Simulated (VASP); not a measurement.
# Ca2W (Fd-3m) in VASP: notebook

The runs below take Ca2W through single point, relaxation of cell and atoms, with PBE.

All numbers are computed with VASP 6.6.1; they aren't measurements. Logs are shortened: lines on timing, memory, paths and dates and some standing lists are left out, and cuts for length are marked.

### 1 The cell of the first run

The structure is cubic, space group Fd-3m (No. 227). Conventional cell: a = 8.373 Å, b = 8.373 Å, c = 8.373 Å, α = 90.00°, β = 90.00°, γ = 90.00°. Ca (site symmetry -3m) has 6 Ca at 2.96 Å and 6 W at 3.47 Å within 3.9 Å. Within 4.6 Å of W (site symmetry -43m) lie 12 Ca at 3.47 Å and 4 W at 3.63 Å.

### 2 Single point, PBE

INCAR reads:

```
SYSTEM = Ca2W
PREC = Accurate
ENCUT = 520
EDIFF = 1E-6
ISMEAR = 0
SIGMA = 0.1
LREAL = .False.
LASPH = .True.
NELM = 80
ALGO = Fast
ISIF = 2
LWAVE = .False.
LCHARG = .False.
GGA = PE
NBANDS = 43
```

KPOINTS reads:

```
regular mesh
0
Gamma
  8 8 8
  0 0 0
```

POSCAR reads:

```
Ca2W
1.0
    0.0000000000      4.1863807440      4.1863807440
    4.1863807440      0.0000000000      4.1863807440
    4.1863807440      4.1863807440      0.0000000000
Ca W
4 2
Direct
    0.6250000000      0.6250000000      0.6250000000
    0.1250000000      0.6250000000      0.6250000000
    0.6250000000      0.6250000000      0.1250000000
    0.6250000000      0.1250000000      0.6250000000
    0.0000000000      0.0000000000      0.0000000000
    0.2500000000      0.2500000000      0.2500000000
```

Potentials or basis: VASP PAW PBE potentials, release 64 (Ca_sv, W_sv).

Command:

```sh
$ cat potpaw_PBE.64/Ca_sv/POTCAR potpaw_PBE.64/W_sv/POTCAR > POTCAR
$ mpirun -np 1 vasp_std > vasp.out
```

OUTCAR:

```text
SYSTEM = Ca2W
   PREC = Accurate
   ENCUT = 520
   EDIFF = 1E-6
   ISMEAR = 0
   LREAL = .False.
   LASPH = .True.
   NELM = 80
   ISIF = 2
   GGA = PE

 ion  position               nearest neighbor table
   1  0.625  0.625  0.625-   2 2.96   3 2.96   4 2.96   3 2.96   4 2.96   2 2.96
   2  0.125  0.625  0.625-   1 2.96   3 2.96   4 2.96   1 2.96   3 2.96   4 2.96
   3  0.625  0.625  0.125-   1 2.96   1 2.96   2 2.96   4 2.96   4 2.96   2 2.96
   4  0.625  0.125  0.625-   1 2.96   3 2.96   1 2.96   2 2.96   3 2.96   2 2.96
   5  0.000  0.000  0.000-
   6  0.250  0.250  0.250-

  LATTYP: Found a face centered cubic cell.
 ALAT       =     8.3727614880

  Lattice vectors:

 A1 = (   0.0000000000,   4.1863807440,   4.1863807440)
 A2 = (   4.1863807440,   0.0000000000,   4.1863807440)
 A3 = (   4.1863807440,   4.1863807440,   0.0000000000)

Analysis of symmetry for initial positions (statically):
=====================================================================
 Subroutine PRICEL returns:
 Original cell was already a primitive cell.

 Routine SETGRP: Setting up the symmetry group for a
 face centered cubic supercell.

 Subroutine GETGRP returns: Found 48 space group operations
 (whereof 24 operations were pure point group operations)
 out of a pool of 48 trial point group operations.

The static configuration has the point symmetry T_d .
 The point group associated with its full space group is O_h .

Analysis of symmetry for dynamics (positions and initial velocities):
=====================================================================
 Subroutine PRICEL returns:
 Original cell was already a primitive cell.

 Routine SETGRP: Setting up the symmetry group for a
 face centered cubic supercell.

 Subroutine GETGRP returns: Found 48 space group operations
 (whereof 24 operations were pure point group operations)
 out of a pool of 48 trial point group operations.

The dynamic configuration has the point symmetry T_d .
 The point group associated with its full space group is O_h .

 Subroutine INISYM returns: Found 48 space group operations
 (whereof 24 operations are pure point group operations),
 and found     1 'primitive' translations

----------------------------------------------------------------------------------------

                                     Primitive cell

  volume of cell :     146.7392

  direct lattice vectors                    reciprocal lattice vectors
     0.000000000  4.186380744  4.186380744    -0.119434908  0.119434908  0.119434908
[... 99 lines left out ...]
   NFREE  =      0    steps in history (QN), initial steepest desc. (CG)
   ISIF   =      2    stress and relaxation
   ISYM   =      2    0-nonsym 1-usesym 2-fastsym
   POTIM  = 0.5000    time-step for ionic-motion
   TEBEG  =    0.0;   TEEND  =   0.0 temperature during run
   PSTRESS=    0.0 pullay stress
   NELECT =      68.0000    total number of electrons
   NUPDOWN=      -1.0000    fix difference up-down
   EMIN   =  10.00;   EMAX   =-10.00  energy-range for DOS
   EFERMI =   0.00;   METHOD = LEGACY
   ISMEAR =     0;   SIGMA  =   0.10  broadening in eV -4-tet -1-fermi 0-gaus
   EFERMI_NEDOS =   21; number of points for ismear=-14 and -15
   IALGO  =     68    algorithm
   IMIX   =      4    mixing-type and parameters
     AMIX     =   0.40;   BMIX     =  1.00
     AMIX_MAG =   1.60;   BMIX_MAG =  1.00
  volume/ion in A,a.u.               =      24.46       165.04
  Fermi-wavevector in a.u.,A,eV,Ry     =   1.266861  2.394021 21.836502  1.604938
  Thomas-Fermi vector in A             =   2.400040
   LORBIT       =      0    0 simple, 1 ext, 2 COOP (PROOUT), +10 PAW based schemes
   GGA     = PE    functional components
   LHFCALC =     F    Hartree Fock is set to
   AEXX    =    0.0000 exact exchange contribution
   IVDW    =     0    specifies the selected vdW correction
   LEPSILON=     F    determine dielectric tensor
   LRPA    =     F    only Hartree local field effects (RPA)
 non-spin polarized calculation
 RMM-DIIS sequential band-by-band and
 Gauss-broadening in eV      SIGMA  =   0.10
  energy-cutoff  :      520.00
  volume of cell :      146.74
 maximum number of plane-waves:      3984
 NGX is ok and might be reduce to    48
   NGX = 21   NGY = 21   NGZ = 21

 number of electron      68.0000007 magnetization

 Free energy of the ion-electron system (eV)
  ---------------------------------------------------
  ext. energy  EPLUGINS =         0.00000000
  ---------------------------------------------------
  free energy    TOTEN  =       -22.94242743 eV

  energy without entropy =      -22.89106820  energy(sigma->0) =      -22.91674781

 E-fermi :   4.6586     XC(G=0): -10.1876

 val. band max:        4.6441224062   @ k =  -0.2500   0.5000   0.2500
 cond. band min:       4.6788920043   @ k =   0.5000   0.2500   0.0000
 fundamental gap:      0.0347695980
 Fermi energy:         4.6586444954

 k-point     1 :       0.0000    0.0000    0.0000
  band No.  band energies     occupation
      1     -69.2496      2.00000
      2     -69.2476      2.00000
      3     -36.1232      2.00000
      4     -35.8568      2.00000
      5     -35.8568      2.00000
      6     -35.8568      2.00000
[... 1093 lines left out ...]
     42       6.5728      0.00000
     43       6.9258      0.00000

 [... further k-points ...]

------------------------ aborting loop because EDIFF is reached ----------------------------------------

  FORCE on cell =-STRESS in cart. coord.  units (eV):
  Direction    XX          YY          ZZ          XY          YZ          ZX
  --------------------------------------------------------------------------------------
  -------------------------------------------------------------------------------------
  Total        0.0999743      0.0999743      0.0999743      0.0000000      0.0000000      0.0000000
  in kB        1.0915735      1.0915735      1.0915735      0.0000000      0.0000000      0.0000000
  external PRESSURE =       1.0915735 kB  Pullay stress =       0.0000000 kB

 VOLUME and BASIS-vectors are now :
 -----------------------------------------------------------------------------
  energy-cutoff  :      520.00
  volume of cell :      146.74
      direct lattice vectors                 reciprocal lattice vectors
     0.000000000  4.186380744  4.186380744    -0.119434908  0.119434908  0.119434908
     4.186380744  0.000000000  4.186380744     0.119434908 -0.119434908  0.119434908
     4.186380744  4.186380744  0.000000000     0.119434908  0.119434908 -0.119434908

 POSITION                                       TOTAL-FORCE (eV/Angst)
 -----------------------------------------------------------------------------------
      5.23298      5.23298      5.23298         0.000000     -0.000000      0.000000
      5.23298      3.13979      3.13979         0.000000     -0.000000      0.000000
      3.13979      3.13979      5.23298         0.000000     -0.000000      0.000000
      3.13979      5.23298      3.13979         0.000000     -0.000000      0.000000
      0.00000      0.00000      0.00000         0.000000      0.000000      0.000000
      2.09319      2.09319      2.09319        -0.000000     -0.000000     -0.000000
 -----------------------------------------------------------------------------------
    total drift:                                0.000000      0.000000     -0.000000

  FREE ENERGIE OF THE ION-ELECTRON SYSTEM (eV)
  ---------------------------------------------------
  free  energy   TOTEN  =       -22.9424274269 eV

  energy  without entropy=      -22.8910681952  energy(sigma->0) =      -22.91674781
```

OSZICAR:

```text
N       E                     dE             d eps       ncg     rms          rms(c)
DAV:   1     0.781372173279E+03    0.78137E+03   -0.35799E+04  2494   0.162E+03
DAV:   2     0.205832080630E+02   -0.76079E+03   -0.74969E+03  2517   0.516E+02
DAV:   3    -0.257185198264E+02   -0.46302E+02   -0.44588E+02  4049   0.104E+02
[... 15 lines left out ...]
RMM:  19    -0.229424171570E+02   -0.13796E-04   -0.23942E-04  4071   0.370E-02    0.258E-02
RMM:  20    -0.229424240292E+02   -0.68722E-05   -0.83693E-05  3685   0.192E-02    0.234E-02
RMM:  21    -0.229424243297E+02   -0.30046E-06   -0.41496E-05  3289   0.160E-02    0.121E-02
RMM:  22    -0.229424271397E+02   -0.28100E-05   -0.27715E-05  2879   0.100E-02    0.120E-02
RMM:  23    -0.229424276432E+02   -0.50349E-06   -0.13006E-05  2388   0.764E-03    0.970E-03
RMM:  24    -0.229424274269E+02    0.21632E-06   -0.95230E-06  2437   0.633E-03
   1 F= -.22942427E+02 E0= -.22916748E+02  d E =-.513592E-01
```

Wall time 3.4 min (1 thread of Intel Xeon 6975P-C (Granite Rapids), shared host); peak memory 0.4 GiB.

Results:

```yaml
Free_energy: -22.9424 eV
Pressure: 0.1 GPa
Band_gap_on_the_k_mesh: zero (bands 34 and 35 overlap by 0.34 eV)
```

Caveat: spin-orbit coupling is left out, which moves the levels of the heavy elements.

### 3 Relaxation of cell and atoms, PBE

This run uses another cell than the first one, of 24.36 Å³/atom.

INCAR reads:

```
SYSTEM = Ca2W
ALGO = Fast
EDIFF = 1E-7
EDIFFG = -0.01
ENCUT = 600
GGA = PE
IBRION = 2
ISIF = 3
ISMEAR = 0
LASPH = .True.
LCHARG = .False.
LREAL = .False.
LWAVE = .False.
NELM = 60
NSW = 100
PREC = Accurate
SIGMA = 0.1
```

KPOINTS reads:

```
k-points
0
Gamma
  8 8 8
  0 0 0
```

Changes to POSCAR since step 2:

```diff
@@ -2,5 +2,5 @@
 1.0
-    0.0000000000      4.1863807440      4.1863807440
-    4.1863807440      0.0000000000      4.1863807440
-    4.1863807440      4.1863807440      0.0000000000
+    0.0000000000      4.1807671299      4.1807671299
+    4.1807671299      0.0000000000      4.1807671299
+    4.1807671299      4.1807671299      0.0000000000
 Ca W
```

Potentials or basis: VASP PAW PBE potentials, release 64 (Ca_sv, W_sv).

Command:

```sh
$ cat potpaw_PBE.64/Ca_sv/POTCAR potpaw_PBE.64/W_sv/POTCAR > POTCAR
$ mpirun -np 1 vasp_std > vasp.out
```

Wall time 7.3 min (1 thread of Intel Xeon 6975P-C (Granite Rapids), shared host); peak memory 0.44 GiB.

It converged, with:

- Free energy: -22.9429 eV
- Relaxed volume: 24.52 Å³/atom
- Relaxed cell: a = 5.926 Å, b = 5.926 Å, c = 5.926 Å, α = 60.00°, β = 60.00°, γ = 60.00°
- Space group after relaxing (to 0.1 Å): Fd-3m (No. 227)
- Energy gained by relaxing: 0.2 meV/atom
- Ionic steps: 2
- Pressure after relaxing: 0.0 GPa
- Band gap on the k mesh: zero (bands 34 and 35 overlap by 0.34 eV)

The path:
```
step  energy change (eV)  largest force (eV/Å)  pressure (GPa)  volume (Å³)
   1              0.0000                0.0000            0.31       146.15
   2             -0.0010                0.0000            0.02       147.14
```

Final structure:
```
Ca W
1.0
     0.00000    4.19017    4.19017
     4.19017    0.00000    4.19017
     4.19017    4.19017    0.00000
Ca W
4 2
Cartesian
  5.2377 5.2377 5.2377
  5.2377 3.1426 3.1426
  3.1426 3.1426 5.2377
  3.1426 5.2377 3.1426
  0.0000 0.0000 0.0000
  2.0951 2.0951 2.0951
```

Levels at points of the mesh, in eV from the Fermi level:
| k point | band 32 | band 33 | band 34 | band 35 | band 36 | band 37 |
| --- | --- | --- | --- | --- | --- | --- |
| (0.00, 0.00, 0.00) | -0.17 | -0.17 | -0.17 | -0.04 | -0.04 | -0.04 |
| (0.50, 0.00, 0.00) | -0.11 | -0.11 | -0.04 | 0.26 | 0.26 | 0.74 |
| (0.50, 0.50, 0.00) | -0.18 | -0.17 | -0.17 | -0.06 | -0.06 | 0.28 |

Caveat: spin-orbit coupling is left out, which moves the levels of the heavy elements.

The gap in the log of VASP goes by the Fermi energy; the results here count the filled bands.